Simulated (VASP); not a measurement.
# NaTmI4 (P6/mmm) in VASP: further runs

The runs below take NaTmI4 through single point, relaxation of cell and atoms, with PBE, revPBE.

Program: VASP 6.6.1. These are calculated values, not measurements. Logs are shortened: lines on timing, memory, paths and dates and some standing lists are left out, and cuts for length are marked.

### Step 1. The cell of the first run

It takes space group P6/mmm (No. 191, hexagonal). The conventional cell has a = 6.207 Å, b = 6.207 Å, c = 7.376 Å, α = 90.00°, β = 90.00°, γ = 120.00°. Na (site symmetry 6/mmm) has 6 I at 3.58 Å and 2 Tm at 3.69 Å within 4.7 Å. Tm (site symmetry 6/mmm) has 6 I at 3.58 Å and 2 Na at 3.69 Å within 4.7 Å. Within 4.7 Å of I (site symmetry -6m2) lie 5 I at 3.58 to 3.69 Å and 3 Tm at 3.58 Å. Within 4.7 Å of I (site symmetry -6m2) lie 5 I at 3.58 to 3.69 Å and 3 Na at 3.58 Å.

The cell was built from a structure type or drawn by symmetry, and may not be a known phase.

### Step 2. Single point, PBE

INCAR

```
SYSTEM = NaTmI4
ALGO = Normal
EDIFF = 1E-6
ENCUT = 500
GGA = PE
GGA_COMPAT = .FALSE.
ISIF = 2
ISMEAR = 0
LASPH = .TRUE.
LCHARG = .FALSE.
LMAXMIX = 6
LREAL = .FALSE.
LWAVE = .FALSE.
NBANDS = 31
NELM = 200
PREC = Accurate
SIGMA = 0.1
```

KPOINTS

```
k-points
0
G
  3 3 4
  0 0 0
```

POSCAR

```
NaTmI4
1.0
    6.2066901600      0.0000000000      0.0000000000
   -3.1033450800      5.3751513500      0.0000000000
    0.0000000000      0.0000000000      7.3761553400
Na Tm I
1 1 4
Direct
    0.0000000000      0.0000000000      0.5000000000
    0.0000000000      0.0000000000      0.0000000000
    0.3333333300      0.6666666700      0.0000000000
    0.6666666700      0.3333333300      0.0000000000
    0.3333333300      0.6666666700      0.5000000000
    0.6666666700      0.3333333300      0.5000000000
```

Potentials or basis: VASP PAW PBE potentials, release 64 (Na_pv, Tm_3, I), 4f in core.

Run with:

```sh
$ cat potpaw_PBE.64/Na_pv/POTCAR potpaw_PBE.64/Tm_3/POTCAR potpaw_PBE.64/I/POTCAR > POTCAR
$ mpirun -np 1 vasp_std > vasp.out
```

OUTCAR:

```text
SYSTEM = NaTmI4
   EDIFF = 1E-6
   ENCUT = 500
   GGA = PE
   ISIF = 2
   ISMEAR = 0
   LASPH = .TRUE.
   LREAL = .FALSE.
   NELM = 200
   PREC = Accurate

 ion  position               nearest neighbor table
   1  0.000  0.000  0.500-
   2  0.000  0.000  0.000-   3 3.58   4 3.58   3 3.58   4 3.58   4 3.58   3 3.58
   3  0.333  0.667  0.000-   2 3.58   2 3.58   2 3.58
   4  0.667  0.333  0.000-   2 3.58   2 3.58   2 3.58
   5  0.333  0.667  0.500-
   6  0.667  0.333  0.500-

  LATTYP: Found a hexagonal cell.
 ALAT       =     6.2066901600
 C/A-ratio  =     1.1884200999

  Lattice vectors:

 A1 = (   6.2066901600,   0.0000000000,   0.0000000000)
 A2 = (  -3.1033450800,   5.3751513500,   0.0000000000)
 A3 = (   0.0000000000,   0.0000000000,   7.3761553400)

Analysis of symmetry for initial positions (statically):
=====================================================================
 Subroutine PRICEL returns:
 Original cell was already a primitive cell.

 Routine SETGRP: Setting up the symmetry group for a
 hexagonal supercell.

 Subroutine GETGRP returns: Found 24 space group operations
 (whereof 24 operations were pure point group operations)
 out of a pool of 24 trial point group operations.

The static configuration has the point symmetry D_6h.

Analysis of symmetry for dynamics (positions and initial velocities):
=====================================================================
 Subroutine PRICEL returns:
 Original cell was already a primitive cell.

 Routine SETGRP: Setting up the symmetry group for a
 hexagonal supercell.

 Subroutine GETGRP returns: Found 24 space group operations
 (whereof 24 operations were pure point group operations)
 out of a pool of 24 trial point group operations.

The dynamic configuration has the point symmetry D_6h.

 Subroutine INISYM returns: Found 24 space group operations
 (whereof 24 operations are pure point group operations),
 and found     1 'primitive' translations

----------------------------------------------------------------------------------------

                                     Primitive cell

  volume of cell :     246.0825

  direct lattice vectors                    reciprocal lattice vectors
     6.206690160  0.000000000  0.000000000     0.161116469  0.093020637  0.000000000
    -3.103345080  5.375151350  0.000000000     0.000000000  0.186041273  0.000000000
     0.000000000  0.000000000  7.376155340     0.000000000  0.000000000  0.135571982

  length of vectors
     6.206690160  6.206690158  7.376155340     0.186041273  0.186041273  0.135571982

  position of ions in fractional coordinates (direct lattice)
     0.000000000  0.000000000  0.500000000
     0.000000000  0.000000000  0.000000000
     0.333333330  0.666666670  0.000000000
     0.666666670  0.333333330  0.000000000
     0.333333330  0.666666670  0.500000000
     0.666666670  0.333333330  0.500000000

  ion indices of the primitive-cell ions
   primitive index   ion index
                 1           1
                 2           2
                 3           3
                 4           4
                 5           5
                 6           6

----------------------------------------------------------------------------------------

 KPOINTS: k-points

Automatic generation of k-mesh.
 Grid dimensions read from file:
 generate k-points for:    3    3    4

 Generating k-lattice:

  Cartesian coordinates                     Fractional coordinates (reciprocal lattice)
     0.053705490  0.031006879  0.000000000     0.333333333 -0.000000000  0.000000000
     0.000000000  0.062013758  0.000000000     0.000000000  0.333333333  0.000000000
     0.000000000  0.000000000  0.033892996     0.000000000  0.000000000  0.250000000

  Length of vectors
     0.062013758  0.062013758  0.033892996

  Shift w.r.t. Gamma in fractional coordinates (k-lattice)
     0.000000000  0.000000000  0.000000000

 Subroutine IBZKPT returns following result:
 ===========================================

 Found      9 irreducible k-points:

 Following reciprocal coordinates:
            Coordinates               Weight
  0.000000  0.000000  0.000000      1.000000
  0.333333  0.000000  0.000000      6.000000
  0.333333  0.333333  0.000000      2.000000
  0.000000  0.000000  0.250000      2.000000
  0.333333  0.000000  0.250000     12.000000
  0.333333  0.333333  0.250000      4.000000
  0.000000  0.000000  0.500000      1.000000
  0.333333  0.000000  0.500000      6.000000
  0.333333  0.333333  0.500000      2.000000
   k-points           NKPTS =      9   k-points in BZ     NKDIM =      9   number of bands    NBANDS=     31
   number of dos      NEDOS =    301   number of ions     NIONS =      6
   total plane-waves  NPLWV = 124416
   dimension x,y,z NGX =    48 NGY =   48 NGZ =   54
   dimension x,y,z NGXF=    96 NGYF=   96 NGZF=  108
   ions per type =               1   1   4
   NGX,Y,Z   is equivalent  to a cutoff of  12.86, 12.86, 12.17 a.u.
   NGXF,Y,Z  is equivalent  to a cutoff of  25.71, 25.71, 24.34 a.u.
 SYSTEM =  NaTmI4
   PREC   = accura    normal or accurate (medium, high low for compatibility)
   ISTART =      0    job   : 0-new  1-cont  2-samecut
   ICHARG =      2    charge: 1-file 2-atom 10-const
   ISPIN  =      1    spin polarized calculation?
   LNONCOLLINEAR =      F non collinear calculations
   LSORBIT =      F    spin-orbit coupling
   LASPH  =      T    aspherical Exc in radial PAW
   ENCUT  =  500.0 eV  36.75 Ry    6.06 a.u.  11.32 11.32 13.45*2*pi/ulx,y,z
   NELM   =    200;   NELMIN=  2; NELMDL= -5     # of ELM steps
   EDIFF  = 0.1E-05   stopping-criterion for ELM
   LREAL  =      F    real-space projection
   EDIFFG = 0.1E-04   stopping-criterion for IOM
   NSW    =      0    number of steps for IOM
   IBRION =     -1    ionic relax: 0-MD 1-quasi-New 2-CG
   NFREE  =      0    steps in history (QN), initial steepest desc. (CG)
   ISIF   =      2    stress and relaxation
   ISYM   =      2    0-nonsym 1-usesym 2-fastsym
   POTIM  = 0.5000    time-step for ionic-motion
   TEBEG  =    0.0;   TEEND  =   0.0 temperature during run
   PSTRESS=    0.0 pullay stress
   NELECT =      44.0000    total number of electrons
   NUPDOWN=      -1.0000    fix difference up-down
   EMIN   =  10.00;   EMAX   =-10.00  energy-range for DOS
   EFERMI =   0.00;   METHOD = LEGACY
   ISMEAR =     0;   SIGMA  =   0.10  broadening in eV -4-tet -1-fermi 0-gaus
   EFERMI_NEDOS =   21; number of points for ismear=-14 and -15
   IALGO  =     38    algorithm
   IMIX   =      4    mixing-type and parameters
     AMIX     =   0.40;   BMIX     =  1.00
     AMIX_MAG =   1.60;   BMIX_MAG =  1.00
  volume/ion in A,a.u.               =      41.01       276.77
  Fermi-wavevector in a.u.,A,eV,Ry     =   0.922286  1.742867 11.573263  0.850611
  Thomas-Fermi vector in A             =   2.047796
   LORBIT       =      0    0 simple, 1 ext, 2 COOP (PROOUT), +10 PAW based schemes
   GGA     = PE    functional components
   LHFCALC =     F    Hartree Fock is set to
   AEXX    =    0.0000 exact exchange contribution
   IVDW    =     0    specifies the selected vdW correction
   LEPSILON=     F    determine dielectric tensor
   LRPA    =     F    only Hartree local field effects (RPA)
 non-spin polarized calculation
 Gauss-broadening in eV      SIGMA  =   0.10
  energy-cutoff  :      500.00
  volume of cell :      246.08
 maximum number of plane-waves:      6291
 NGX is ok and might be reduce to    48
   NGX = 23   NGY = 23   NGZ = 27

 number of electron      43.9999994 magnetization

 Free energy of the ion-electron system (eV)
  ---------------------------------------------------
  ext. energy  EPLUGINS =         0.00000000
  ---------------------------------------------------
  free energy    TOTEN  =       -13.27552536 eV

  energy without entropy =      -13.24763652  energy(sigma->0) =      -13.26158094

 E-fermi :   2.6043     XC(G=0):  -7.9274

 val. band max:        2.5350903875   @ k =   0.3333   0.3333   0.0000
 cond. band min:       2.6577893238   @ k =   0.3333   0.0000   0.0000
 fundamental gap:      0.1226989364
 Fermi energy:         2.6042812835

 k-point     1 :       0.0000    0.0000    0.0000
  band No.  band energies     occupation
      1     -25.3792      2.00000
      2     -25.3350      2.00000
      3     -25.3350      2.00000
      4     -21.8172      2.00000
      5     -21.7299      2.00000
      6     -21.7299      2.00000
[... 23 lines left out ...]
     30       6.5810      0.00000
     31       7.4404      0.00000

 k-point     2 :       0.3333    0.0000    0.0000
  band No.  band energies     occupation
      1     -25.3792      2.00000
      2     -25.3355      2.00000
      3     -25.3351      2.00000
      4     -21.8172      2.00000
      5     -21.7300      2.00000
      6     -21.7299      2.00000
[... 23 lines left out ...]
     30       6.6286      0.00000
     31       7.2084      0.00000

 k-point     3 :       0.3333    0.3333    0.0000
  band No.  band energies     occupation
      1     -25.3792      2.00000
      2     -25.3354      2.00000
      3     -25.3354      2.00000
      4     -21.8172      2.00000
      5     -21.7300      2.00000
      6     -21.7300      2.00000
[... 23 lines left out ...]
     30       6.9663      0.00000
     31       7.7689      0.00000

 k-point     4 :       0.0000    0.0000    0.2500
  band No.  band energies     occupation
      1     -25.3791      2.00000
      2     -25.3350      2.00000
      3     -25.3350      2.00000
      4     -21.8174      2.00000
      5     -21.7299      2.00000
      6     -21.7299      2.00000
[... 125 lines left out ...]
     30       7.7445      0.00000
     31       7.7445      0.00000

 k-point     8 :       0.3333    0.0000    0.5000
  band No.  band energies     occupation
      1     -25.3791      2.00000
      2     -25.3355      2.00000
      3     -25.3351      2.00000
      4     -21.8175      2.00000
      5     -21.7300      2.00000
      6     -21.7299      2.00000
[... 23 lines left out ...]
     30       7.0359      0.00000
     31       7.2225      0.00000

 k-point     9 :       0.3333    0.3333    0.5000
  band No.  band energies     occupation
      1     -25.3791      2.00000
      2     -25.3354      2.00000
      3     -25.3354      2.00000
      4     -21.8175      2.00000
      5     -21.7300      2.00000
      6     -21.7300      2.00000
[... 23 lines left out ...]
     30       7.6212      0.00000
     31       7.9574      0.00000

------------------------ aborting loop because EDIFF is reached ----------------------------------------

  FORCE on cell =-STRESS in cart. coord.  units (eV):
  Direction    XX          YY          ZZ          XY          YZ          ZX
  --------------------------------------------------------------------------------------
  -------------------------------------------------------------------------------------
  Total       -6.2696925     -6.2696925      5.7236166      0.0000000      0.0000000      0.0000000
  in kB      -40.8202824    -40.8202823     37.2649290      0.0000000      0.0000000      0.0000000
  external PRESSURE =     -14.7918786 kB  Pullay stress =       0.0000000 kB

 VOLUME and BASIS-vectors are now :
 -----------------------------------------------------------------------------
  energy-cutoff  :      500.00
  volume of cell :      246.08
      direct lattice vectors                 reciprocal lattice vectors
     6.206690160  0.000000000  0.000000000     0.161116469  0.093020637  0.000000000
    -3.103345080  5.375151350  0.000000000     0.000000000  0.186041273  0.000000000
     0.000000000  0.000000000  7.376155340     0.000000000  0.000000000  0.135571982

 POSITION                                       TOTAL-FORCE (eV/Angst)
 -----------------------------------------------------------------------------------
      0.00000      0.00000      3.68808        -0.000000      0.000000      0.000000
      0.00000      0.00000      0.00000        -0.000000      0.000000      0.000000
     -0.00000      3.58343      0.00000         0.000000      0.000000      0.000000
      3.10335      1.79172      0.00000        -0.000000      0.000000      0.000000
     -0.00000      3.58343      3.68808         0.000000      0.000000      0.000000
      3.10335      1.79172      3.68808        -0.000000      0.000000      0.000000
 -----------------------------------------------------------------------------------
    total drift:                               -0.000000      0.000000     -0.000000

  FREE ENERGIE OF THE ION-ELECTRON SYSTEM (eV)
  ---------------------------------------------------
  free  energy   TOTEN  =       -13.2755253597 eV

  energy  without entropy=      -13.2476365185  energy(sigma->0) =      -13.26158094
```

Run time: 88 s. Hardware: 1 thread of Intel Xeon Platinum 8488C (Sapphire Rapids), shared host; peak memory 0.36 GiB.

What came out:

- Free energy: -13.2755 eV
- Pressure: -1.5 GPa
- Band gap on the k mesh: zero (bands 22 and 23 overlap by 0.47 eV)

Stress tensor (GPa, compression positive):
```
-4.08  0.00  0.00
 0.00 -4.08  0.00
 0.00  0.00  3.73
```

Levels at points of the mesh, in eV from the Fermi level:
```tsv
k point	band 19	band 20	band 21	band 22	band 23	band 24	band 25	band 26
(0.00, 0.00, 0.00)	-0.89	-0.75	-0.75	-0.45	0.44	0.98	0.99	0.99
(0.00, 0.00, 0.50)	-1.61	-0.97	-0.93	-0.93	-0.41	1.08	1.15	1.15
```

Caveat: the k points lie up to 0.39 Å⁻¹ apart; spin-orbit coupling is left out, which moves the levels of the heavy elements; the 4f electrons are frozen in the core, so they carry no moment and show no levels; the run has no spin polarisation, though such a crystal can be magnetic.

### Step 3. Single point, PBE

This run uses another cell than the first one, of 45.41 Å³/atom.

INCAR

```
SYSTEM = NaTmI4
PREC = Accurate
ENCUT = 500
EDIFF = 1E-6
ISMEAR = 0
SIGMA = 0.1
LREAL = .FALSE.
LASPH = .TRUE.
NELM = 200
ALGO = Normal
ISIF = 2
LWAVE = .FALSE.
LCHARG = .FALSE.
GGA = PE
NBANDS = 31
GGA_COMPAT = .FALSE.
LMAXMIX = 6
```

KPOINTS

```
Automatic mesh
0
G
  3 3 4
  0 0 0
```

POSCAR

```
NaTmI4
1.0
    5.8312178962      0.0000000000      0.0000000000
   -2.9156089481      5.0499828331      0.0000000000
    0.0000000000      0.0000000000      9.2526921556
Na Tm I
1 1 4
Direct
    0.0000000000      0.0000000000      0.5000000000
    0.0000000000      0.0000000000      0.0000000000
    0.3333333333      0.6666666667      0.0000000000
    0.6666666667      0.3333333333      0.0000000000
    0.3333333333      0.6666666667      0.5000000000
    0.6666666667      0.3333333333      0.5000000000
```

Potentials or basis: VASP PAW PBE potentials, release 64 (Na_pv, Tm_3, I), 4f in core.

Run with:

```sh
$ cat potpaw_PBE.64/Na_pv/POTCAR potpaw_PBE.64/Tm_3/POTCAR potpaw_PBE.64/I/POTCAR > POTCAR
$ mpirun -np 1 vasp_std > vasp.out
```

OUTCAR:

```text
SYSTEM = NaTmI4
   PREC = Accurate
   ENCUT = 500
   EDIFF = 1E-6
   ISMEAR = 0
   LREAL = .FALSE.
   LASPH = .TRUE.
   NELM = 200
   ISIF = 2
   GGA = PE

 ion  position               nearest neighbor table
   1  0.000  0.000  0.500-
   2  0.000  0.000  0.000-   3 3.37   4 3.37   3 3.37   4 3.37   4 3.37   3 3.37
   3  0.333  0.667  0.000-   4 3.37   2 3.37   4 3.37   2 3.37   2 3.37   4 3.37
   4  0.667  0.333  0.000-   3 3.37   2 3.37   3 3.37   2 3.37   2 3.37   3 3.37
   5  0.333  0.667  0.500-   6 3.37   6 3.37   6 3.37
   6  0.667  0.333  0.500-   5 3.37   5 3.37   5 3.37

  LATTYP: Found a hexagonal cell.
 ALAT       =     5.8312178962
 C/A-ratio  =     1.5867512277

  Lattice vectors:

 A1 = (   5.8312178962,   0.0000000000,   0.0000000000)
 A2 = (  -2.9156089481,   5.0499828331,   0.0000000000)
 A3 = (   0.0000000000,   0.0000000000,   9.2526921556)

Analysis of symmetry for initial positions (statically):
[... 164 lines left out ...]
  energy without entropy =      -14.34343813  energy(sigma->0) =      -14.36758219

 E-fermi :   2.2519     XC(G=0):  -7.2982

 val. band max:        2.1995763474   @ k =   0.3333   0.3333   0.0000
 cond. band min:       2.3466878139   @ k =   0.3333  -0.0000   0.0000
 fundamental gap:      0.1471114665
 Fermi energy:         2.2518605610

 k-point     1 :       0.0000    0.0000    0.0000
  band No.  band energies     occupation
      1     -25.9717      2.00000
      2     -25.8358      2.00000
      3     -25.8358      2.00000
      4     -21.9727      2.00000
      5     -21.8946      2.00000
      6     -21.8946      2.00000
[... 295 lines left out ...]
     30       6.1898      0.00000
     31       6.6405      0.00000

------------------------ aborting loop because EDIFF is reached ----------------------------------------

  FORCE on cell =-STRESS in cart. coord.  units (eV):
  Direction    XX          YY          ZZ          XY          YZ          ZX
  --------------------------------------------------------------------------------------
  -------------------------------------------------------------------------------------
  Total        0.0712262      0.0712262      0.1210896      0.0000000      0.0000000      0.0000000
  in kB        0.4188255      0.4188255      0.7120330      0.0000000      0.0000000      0.0000000
  external PRESSURE =       0.5165613 kB  Pullay stress =       0.0000000 kB

 VOLUME and BASIS-vectors are now :
 -----------------------------------------------------------------------------
  energy-cutoff  :      500.00
  volume of cell :      272.47
      direct lattice vectors                 reciprocal lattice vectors
     5.831217896  0.000000000  0.000000000     0.171490762  0.099010238  0.000000000
    -2.915608948  5.049982833  0.000000000     0.000000000  0.198020475  0.000000000
     0.000000000  0.000000000  9.252692156     0.000000000  0.000000000  0.108076653

 POSITION                                       TOTAL-FORCE (eV/Angst)
 -----------------------------------------------------------------------------------
      0.00000      0.00000      4.62635        -0.000000      0.000000      0.000000
      0.00000      0.00000      0.00000        -0.000000      0.000000      0.000000
     -0.00000      3.36666      0.00000         0.000000      0.000000      0.000000
      2.91561      1.68333      0.00000        -0.000000      0.000000     -0.000000
     -0.00000      3.36666      4.62635         0.000000     -0.000000     -0.000000
      2.91561      1.68333      4.62635        -0.000000      0.000000      0.000000
 -----------------------------------------------------------------------------------
    total drift:                               -0.000000      0.000000      0.000000

  FREE ENERGIE OF THE ION-ELECTRON SYSTEM (eV)
  ---------------------------------------------------
  free  energy   TOTEN  =       -14.3917262440 eV

  energy  without entropy=      -14.3434381282  energy(sigma->0) =      -14.36758219
```

Run time: 2.7 min. Hardware: 1 thread of Intel Xeon Platinum 8488C (Sapphire Rapids), shared host; peak memory 0.42 GiB.

What came out:

```
Free energy            : -14.3917 eV
Pressure               : 0.1 GPa
Band gap on the k mesh : zero (bands 22 and 23 overlap by 0.53 eV)
```

Levels at points of the mesh, in eV from the Fermi level:
| k point | band 18 | band 19 | band 20 | band 21 | band 22 | band 23 | band 24 | band 25 | band 26 | band 27 |
| --- | --- | --- | --- | --- | --- | --- | --- | --- | --- | --- |
| (0.00, 0.00, 0.00) | -2.28 | -2.19 | -0.83 | -0.83 | -0.66 | -0.58 | 0.71 | 0.71 | 0.92 | 2.51 |
| (0.00, 0.00, 0.50) | -2.59 | -2.13 | -0.85 | -0.85 | -0.77 | -0.37 | 0.73 | 0.73 | 0.97 | 2.10 |

Caveat: the k points lie up to 0.41 Å⁻¹ apart, too coarse for converged energies and pressures of a metal; spin-orbit coupling is left out, which moves the levels of the heavy elements; the 4f electrons are frozen in the core, so they carry no moment and show no levels; the run has no spin polarisation, though such a crystal can be magnetic. Spin polarisation is off, so any magnetic state and its effect on volume and gap are missing.

[end of part 1 of 2]
